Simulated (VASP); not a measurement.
# TiC (Fm-3m) in VASP: settings compared

The runs below take TiC through single point, with r2SCAN+rVV10, r2SCAN+U, PBE+D4, PBE.

Program: VASP 6.6.1. These are calculated values, not measurements. Logs are shortened: lines on timing, memory, paths and dates and some standing lists are left out, and cuts for length are marked.

### Step 1. The cell of the first run

The structure is cubic, space group Fm-3m (No. 225). Conventional cell: a = 4.331 Å, b = 4.331 Å, c = 4.331 Å, α = 90.00°, β = 90.00°, γ = 90.00°. Within 2.9 Å of Ti (site symmetry m-3m) lie 6 C at 2.17 Å. C (site symmetry m-3m) has 6 Ti at 2.17 Å within 2.9 Å.

### Step 2. Single point, r2SCAN+rVV10

Input file POSCAR:

```
TiC
1.0
    0.0000000000      2.1657188437      2.1657188437
    2.1657188437      0.0000000000      2.1657188437
    2.1657188437      2.1657188437      0.0000000000
Ti C
1 1
Direct
    0.0000000000      0.0000000000      0.0000000000
    0.5000000000      0.5000000000      0.5000000000
```

Input file INCAR.step1:

```
SYSTEM = TiC
PREC     = Accurate       ! precision mode
ENCUT    = 520            ! plane-wave cutoff, eV
ISMEAR   = 0              ! smearing method
SIGMA    = 0.05           ! smearing width, eV
LREAL    = .False.        ! projectors in reciprocal space
LASPH    = .True.         ! aspherical terms in the spheres
NELM     = 60             ! most SCF steps
NBANDS   = 15             ! bands
GGA      = PE             ! functional
ALGO     = Normal         ! electronic algorithm
EDIFF    = 1E-4           ! SCF threshold, eV
LWAVE    = .True.         ! write WAVECAR
LCHARG   = .False.        ! write CHGCAR
```

Input file INCAR.step2:

```
SYSTEM = TiC
PREC     = Accurate       ! precision mode
ENCUT    = 520            ! plane-wave cutoff, eV
EDIFF    = 1E-7           ! SCF threshold, eV
ISMEAR   = 0              ! smearing method
SIGMA    = 0.05           ! smearing width, eV
LREAL    = .False.        ! projectors in reciprocal space
LASPH    = .True.         ! aspherical terms in the spheres
NELM     = 60             ! most SCF steps
ALGO     = Normal         ! electronic algorithm
ISIF     = 2              ! what is computed and relaxed
LWAVE    = .False.        ! write WAVECAR
LCHARG   = .False.        ! write CHGCAR
METAGGA  = R2SCAN         ! meta-GGA
LMIXTAU  = .True.       
LUSE_VDW = .True.       
IVDW_NL  = 2            
BPARAM   = 11.95        
CPARAM   = 0.0093       
NBANDS   = 15             ! bands
ISTART   = 1
```

Input file KPOINTS:

```
regular mesh
0
Gamma
  11 11 11
  0 0 0
```

Potentials or basis: VASP PAW PBE potentials, release 64 (Ti_sv, C).

Run with:

```bash
$ cat potpaw_PBE.64/Ti_sv/POTCAR potpaw_PBE.64/C/POTCAR > POTCAR
$ cp INCAR.step1 INCAR
$ mpirun -np 1 vasp_std > vasp.out
$ cp INCAR.step2 INCAR
$ mpirun -np 1 vasp_std > vasp.out
```

OUTCAR:

```text
SYSTEM = TiC
   PREC = Accurate
   ENCUT = 520
   EDIFF = 1E-7
   ISMEAR = 0
   LREAL = .False.
   LASPH = .True.
   NELM = 60
   ISIF = 2
   METAGGA = R2SCAN
   IVDW_NL = 2
   BPARAM = 11.95
   ISTART = 1

 ion  position               nearest neighbor table
   1  0.000  0.000  0.000-   2 2.17   2 2.17   2 2.17   2 2.17   2 2.17   2 2.17
   2  0.500  0.500  0.500-   1 2.17   1 2.17   1 2.17   1 2.17   1 2.17   1 2.17

  LATTYP: Found a face centered cubic cell.
 ALAT       =     4.3314376874

  Lattice vectors:

 A1 = (   0.0000000000,   2.1657188437,   2.1657188437)
 A2 = (   2.1657188437,   0.0000000000,   2.1657188437)
 A3 = (   2.1657188437,   2.1657188437,   0.0000000000)

Analysis of symmetry for initial positions (statically):
=====================================================================
 Subroutine PRICEL returns:
 Original cell was already a primitive cell.

 Routine SETGRP: Setting up the symmetry group for a
 face centered cubic supercell.

 Subroutine GETGRP returns: Found 48 space group operations
[... 9 lines left out ...]

 Routine SETGRP: Setting up the symmetry group for a
 face centered cubic supercell.

 Subroutine GETGRP returns: Found 48 space group operations
[... 11 lines left out ...]
                                     Primitive cell

  volume of cell :      20.3159

  direct lattice vectors                    reciprocal lattice vectors
     0.000000000  2.165718844  2.165718844    -0.230870227  0.230870227  0.230870227
     2.165718844  0.000000000  2.165718844     0.230870227 -0.230870227  0.230870227
     2.165718844  2.165718844  0.000000000     0.230870227  0.230870227 -0.230870227

  length of vectors
     3.062788961  3.062788961  3.062788961     0.399878962  0.399878962  0.399878962

  position of ions in fractional coordinates (direct lattice)
[... 8 lines left out ...]
----------------------------------------------------------------------------------------

 KPOINTS: regular mesh

Automatic generation of k-mesh.
 Grid dimensions read from file:
 generate k-points for:   11   11   11

 Generating k-lattice:

  Cartesian coordinates                     Fractional coordinates (reciprocal lattice)
    -0.020988202  0.020988202  0.020988202     0.090909091  0.000000000  0.000000000
     0.020988202 -0.020988202  0.020988202     0.000000000  0.090909091  0.000000000
     0.020988202  0.020988202 -0.020988202     0.000000000  0.000000000  0.090909091

  Length of vectors
     0.036352633  0.036352633  0.036352633

  Shift w.r.t. Gamma in fractional coordinates (k-lattice)
     0.000000000  0.000000000  0.000000000

 Subroutine IBZKPT returns following result:
 ===========================================

 Found     56 irreducible k-points:

 Following reciprocal coordinates:
            Coordinates               Weight
  0.000000  0.000000  0.000000      1.000000
  0.090909  0.000000  0.000000      8.000000
  0.181818  0.000000  0.000000      8.000000
  0.272727  0.000000  0.000000      8.000000
  0.363636  0.000000  0.000000      8.000000
  0.454545  0.000000  0.000000      8.000000
[... 16 lines left out ...]
 -0.272727  0.181818  0.000000     24.000000
 -0.181818  0.181818  0.000000     12.000000
 [... further k-points ...]
   k-points           NKPTS =     56   k-points in BZ     NKDIM =     56   number of bands    NBANDS=     15
   number of dos      NEDOS =    301   number of ions     NIONS =      2
   total plane-waves  NPLWV =  13824
   dimension x,y,z NGX =    24 NGY =   24 NGZ =   24
   dimension x,y,z NGXF=    48 NGYF=   48 NGZF=   48
   ions per type =               1   1
   NGX,Y,Z   is equivalent  to a cutoff of  13.03, 13.03, 13.03 a.u.
   NGXF,Y,Z  is equivalent  to a cutoff of  26.05, 26.05, 26.05 a.u.
 SYSTEM =  TiC
   PREC   = accura    normal or accurate (medium, high low for compatibility)
   ISTART =      1    job   : 0-new  1-cont  2-samecut
   ICHARG =      0    charge: 1-file 2-atom 10-const
   ISPIN  =      1    spin polarized calculation?
   LNONCOLLINEAR =      F non collinear calculations
   LSORBIT =      F    spin-orbit coupling
   LASPH  =      T    aspherical Exc in radial PAW
   ENCUT  =  520.0 eV  38.22 Ry    6.18 a.u.   5.69  5.69  5.69*2*pi/ulx,y,z
   NELM   =     60;   NELMIN=  2; NELMDL=  0     # of ELM steps
   EDIFF  = 0.1E-06   stopping-criterion for ELM
   LREAL  =      F    real-space projection
   EDIFFG = 0.1E-05   stopping-criterion for IOM
   NSW    =      0    number of steps for IOM
   IBRION =     -1    ionic relax: 0-MD 1-quasi-New 2-CG
   NFREE  =      0    steps in history (QN), initial steepest desc. (CG)
   ISIF   =      2    stress and relaxation
   ISYM   =      2    0-nonsym 1-usesym 2-fastsym
   POTIM  = 0.5000    time-step for ionic-motion
   TEBEG  =    0.0;   TEEND  =   0.0 temperature during run
   PSTRESS=    0.0 pullay stress
   NELECT =      16.0000    total number of electrons
   NUPDOWN=      -1.0000    fix difference up-down
   EMIN   =  10.00;   EMAX   =-10.00  energy-range for DOS
   EFERMI =   0.00;   METHOD = LEGACY
   ISMEAR =     0;   SIGMA  =   0.05  broadening in eV -4-tet -1-fermi 0-gaus
   EFERMI_NEDOS =   21; number of points for ismear=-14 and -15
   IALGO  =     38    algorithm
   IMIX   =      4    mixing-type and parameters
     AMIX     =   0.40;   BMIX     =  1.00
     AMIX_MAG =   1.60;   BMIX_MAG =  1.00
  volume/ion in A,a.u.               =      10.16        68.55
  Fermi-wavevector in a.u.,A,eV,Ry     =   1.511829  2.856943 31.097854  2.285628
  Thomas-Fermi vector in A             =   2.621834
   LORBIT       =      0    0 simple, 1 ext, 2 COOP (PROOUT), +10 PAW based schemes
   METAGGA = R2SCAN    functional components
   LHFCALC =     F    Hartree Fock is set to
   AEXX    =    0.0000 exact exchange contribution
   IVDW_NL    =     2    kernel type
   BPARAM     =11.9500
   IVDW    =     0    specifies the selected vdW correction
   LEPSILON=     F    determine dielectric tensor
   LRPA    =     F    only Hartree local field effects (RPA)
 non-spin polarized calculation
 Gauss-broadening in eV      SIGMA  =   0.05
  energy-cutoff  :      520.00
  volume of cell :       20.32
 maximum number of plane-waves:       560
   NGX = 11   NGY = 11   NGZ = 11

 number of electron      16.0000000 magnetization

 Free energy of the ion-electron system (eV)
  ---------------------------------------------------
  ext. energy  EPLUGINS =         0.00000000
  ---------------------------------------------------
  free energy    TOTEN  =       -24.57932987 eV

  energy without entropy =      -24.57890697  energy(sigma->0) =      -24.57911842

 E-fermi :   9.5986     XC(G=0): -13.6144

 val. band max:        9.5251808175   @ k =   0.1818   0.1818   0.0000
 cond. band min:       9.6067862303   @ k =   0.0909   0.0000   0.0000
 fundamental gap:      0.0816054128
 Fermi energy:         9.5986410222

 k-point     1 :       0.0000    0.0000    0.0000
  band No.  band energies     occupation
      1     -49.4750      2.00000
      2     -24.4551      2.00000
      3     -24.4551      2.00000
      4     -24.4551      2.00000
      5      -3.7303      2.00000
      6      10.3456      0.00000
      7      10.3456      0.00000
      8      10.3456      0.00000
      9      11.1507      0.00000
     10      11.1507      0.00000
     11      11.1507      0.00000
     12      11.2082      0.00000
     13      11.2082      0.00000
     14      20.6595      0.00000
     15      24.2749      0.00000

 k-point     2 :       0.0909    0.0000    0.0000
  band No.  band energies     occupation
      1     -49.4691      2.00000
      2     -24.4975      2.00000
      3     -24.4589      2.00000
      4     -24.4589      2.00000
      5      -3.5392      2.00000
      6       9.3987      2.00000
      7       9.6068      0.81780
      8       9.6068      0.81750
      9      10.6274      0.00000
     10      10.6275      0.00000
     11      11.6565      0.00000
     12      12.7542      0.00000
     13      12.7542      0.00000
     14      21.0053      0.00000
     15      24.2958      0.00000

 k-point     3 :       0.1818    0.0000    0.0000
  band No.  band energies     occupation
      1     -49.4531      2.00000
      2     -24.6101      2.00000
      3     -24.4691      2.00000
      4     -24.4690      2.00000
      5      -2.9914      2.00000
      6       7.8438      2.00000
      7       8.3821      2.00000
      8       8.3821      2.00000
      9      11.0091      0.00000
     10      11.0091      0.00000
     11      12.1572      0.00000
     12      14.3932      0.00000
     13      14.3932      0.00000
     14      21.5418      0.00000
     15      24.2315      0.00000

 k-point     4 :       0.2727    0.0000    0.0000
  band No.  band energies     occupation
      1     -49.4320      2.00000
      2     -24.7546      2.00000
      3     -24.4823      2.00000
      4     -24.4822      2.00000
      5      -2.1609      2.00000
      6       6.1846      2.00000
      7       7.4077      2.00000
      8       7.4077      2.00000
      9      11.5841      0.00000
     10      11.5841      0.00000
     11      12.6400      0.00000
     12      15.9282      0.00000
     13      15.9282      0.00000
     14      20.9107      0.00000
     15      24.9268      0.00000
[... 307 lines left out ...]
 k-point    22 :      -0.3636    0.1818    0.0000
  band No.  band energies     occupation
      1     -49.3941      2.00000
      2     -24.8894      2.00000
      3     -24.6150      2.00000
      4     -24.5142      2.00000
      5      -0.6156      2.00000
      6       4.2769      2.00000
      7       6.4412      2.00000
      8       6.5922      2.00000
      9      12.2676      0.00000
     10      12.5850      0.00000
     11      13.5611      0.00000
     12      15.7762      0.00000
     13      17.6461      0.00000
     14      20.4035      0.00000
     15      24.1943      0.00000

 k-point    23 :      -0.2727    0.1818    0.0000
  band No.  band energies     occupation
      1     -49.4070      2.00000
      2     -24.8212      2.00000
      3     -24.6044      2.00000
      4     -24.4921      2.00000
      5      -1.2286      2.00000
      6       5.0052      2.00000
      7       6.7175      2.00000
      8       6.8690      2.00000
      9      11.7168      0.00000
     10      12.6236      0.00000
     11      13.5014      0.00000
     12      14.8248      0.00000
     13      17.7455      0.00000
     14      21.1533      0.00000
     15      23.7434      0.00000

 k-point    24 :      -0.1818    0.1818    0.0000
  band No.  band energies     occupation
      1     -49.4249      2.00000
      2     -24.7373      2.00000
      3     -24.5649      2.00000
      4     -24.4739      2.00000
      5      -1.9742      2.00000
      6       6.0103      2.00000
      7       7.1024      2.00000
      8       7.4771      2.00000
      9      11.2341      0.00000
     10      12.2936      0.00000
     11      13.2599      0.00000
     12      14.0424      0.00000
     13      17.0533      0.00000
     14      21.9832      0.00000
     15      23.5657      0.00000

 [... further k-points ...]
[... 5 lines left out ...]
  --------------------------------------------------------------------------------------
  -------------------------------------------------------------------------------------
  Total       -0.1184652     -0.1184652     -0.1184652     -0.0000000      0.0000000     -0.0000000
  in kB       -9.3425435     -9.3425435     -9.3425435     -0.0000000      0.0000000     -0.0000000
  external PRESSURE =      -9.3425435 kB  Pullay stress =       0.0000000 kB

 VOLUME and BASIS-vectors are now :
 -----------------------------------------------------------------------------
  energy-cutoff  :      520.00
  volume of cell :       20.32
      direct lattice vectors                 reciprocal lattice vectors
     0.000000000  2.165718844  2.165718844    -0.230870227  0.230870227  0.230870227
     2.165718844  0.000000000  2.165718844     0.230870227 -0.230870227  0.230870227
     2.165718844  2.165718844  0.000000000     0.230870227  0.230870227 -0.230870227

 POSITION                                       TOTAL-FORCE (eV/Angst)
 -----------------------------------------------------------------------------------
      0.00000      0.00000      0.00000        -0.000000     -0.000000     -0.000000
      2.16572      2.16572      2.16572         0.000000      0.000000      0.000000
 -----------------------------------------------------------------------------------
    total drift:                                0.000000     -0.000000     -0.000000

  FREE ENERGIE OF THE ION-ELECTRON SYSTEM (eV)
  ---------------------------------------------------
  free  energy   TOTEN  =       -24.5793298714 eV

  energy  without entropy=      -24.5789069669  energy(sigma->0) =      -24.57911842
```

Run time: 3.9 min. Hardware: 1 thread of AMD EPYC 7R43 (Zen 3), shared host; peak memory 0.18 GiB.

Results:

```
Free energy            : -24.5793 eV
Pressure               : -0.9 GPa
Band gap on the k mesh : zero (band 8 reaches 10.35 eV, above the bottom of band 9 at 9.01 eV)
```

Caveat: the PAW data sets were made with another functional, which shifts forces and pressure a little.

(Part 1 of 3 ends here.)
